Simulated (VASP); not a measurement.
MnS: single point with PBE+U

MnS:

```
Mn S
1.0
     0.00000    5.20900    5.20900
     2.60450    0.00000    2.60450
     2.60450    2.60450    0.00000
Mn S
2 2
Direct
  0.00000 0.00000 0.00000
  0.50000 0.00000 0.00000
  0.25000 0.50000 0.50000
  0.75000 0.50000 0.50000
```

```json
{
 "Program": "VASP 6.6.1",
 "Task": "single point",
 "Functional": "PBE",
 "Potentials or basis": "VASP PAW PBE potentials, release 64 (Mn_pv, S)",
 "Cutoff": "520 eV",
 "k mesh": "4 × 8 × 8",
 "Occupations": "fermi-dirac, width 0.05 eV",
 "Spin": "collinear spin, ferromagnetic start",
 "Starting moments": "[4.5, 4.5, 0.0, 0.0] μB",
 "Hubbard terms": "Mn d U = 4.0 eV"
}
```

- Pressure: 4.3 GPa
- Band gap on the k mesh: 0.56 eV
- Net moment: 10.00 μB per cell
- Site moments: Mn +4.59; S +0.09 μB
- Valence electrons inside the program's atomic spheres: Mn 11.28; S 3.79

Levels at points of the mesh, in eV from the valence-band top:
Spin up:
```
           k point  band 22  band 23  band 24  band 25  band 26  band 27
(0.00, 0.00, 0.00)    -1.43     0.00     0.00     2.01     3.09     5.63
(0.50, 0.00, 0.00)    -0.70    -0.70    -0.70     3.79     3.79     7.16
(0.00, 0.50, 0.00)    -3.08     0.00     0.00     1.04     3.09     5.26
(0.50, 0.50, 0.00)    -2.11    -1.56    -1.56     3.14     3.14     6.00
```
Spin down:
| k point | band 12 | band 13 | band 14 | band 15 | band 16 | band 17 |
| --- | --- | --- | --- | --- | --- | --- |
| (0.00, 0.00, 0.00) | -1.25 | -1.25 | -1.25 | 2.07 | 2.07 | 2.07 |
| (0.50, 0.00, 0.00) | -2.08 | -2.08 | -2.08 | 2.36 | 2.36 | 2.60 |
| (0.00, 0.50, 0.00) | -2.80 | -2.63 | -2.63 | 0.56 | 2.51 | 2.61 |
| (0.50, 0.50, 0.00) | -3.59 | -2.71 | -2.71 | 1.91 | 1.91 | 3.26 |

Eigenvalues of the final occupation matrices:
```
    site  spin  trace               eigenvalues
site 1 d     1   4.71  0.93 0.93 0.93 0.96 0.96
site 1 d     2   0.20  0.01 0.01 0.01 0.08 0.08
site 2 d     1   4.71  0.93 0.93 0.93 0.96 0.96
site 2 d     2   0.20  0.01 0.01 0.01 0.08 0.08
```

Run time: 3.4 min on 1 thread of Oxide Virtual Turin-like Processor, on a shared host, peak memory 0.25 GiB.

Caveat: the cell stands under pressure; only a ferromagnetic start was run, and an antiferromagnetic order may lie lower in energy. The state reached can hang on the start; a lower one may exist.
